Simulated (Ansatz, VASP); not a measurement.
**One calculation of RbBr, two programs**

```
CELL_PARAMETERS angstrom
4.12608 0.00000 0.00000
0.00000 4.12608 0.00000
0.00000 0.00000 4.12608
ATOMIC_POSITIONS crystal
Rb 0.00000 0.00000 0.00000
Br 0.50000 0.50000 0.50000
```

Alike in both runs: task relaxation of cell and atoms; functional revPBE; k mesh 7 × 7 × 7; occupations fermi-dirac, width 0.05 eV; no spin polarisation.

|  | VASP | Ansatz |
| --- | --- | --- |
| version | VASP 6.6.1 | Ansatz 0.2.0 |
| potentials or method | VASP PAW PBE potentials, release 64 (Rb_sv, Br), cutoff 600 eV | all-electron LAPW, scalar-relativistic |

```csv
,VASP,Ansatz,Ansatz less VASP
relaxed volume (Å³/atom),40.50,40.50,-0.005
relaxed length of the cell vector where the two differ most in proportion (Å),4.327,4.327,-0.0002
```

VASP's potentials were made for PBE, not for revPBE. Ansatz ran all-electron here, and VASP with PAW potentials.

Noted on VASP's run: the volume moved by over 15 % at a fixed basis, so the end points are rough. Noted on Ansatz's run: the volume moved by over 15 % at a fixed basis, so the end points are rough.
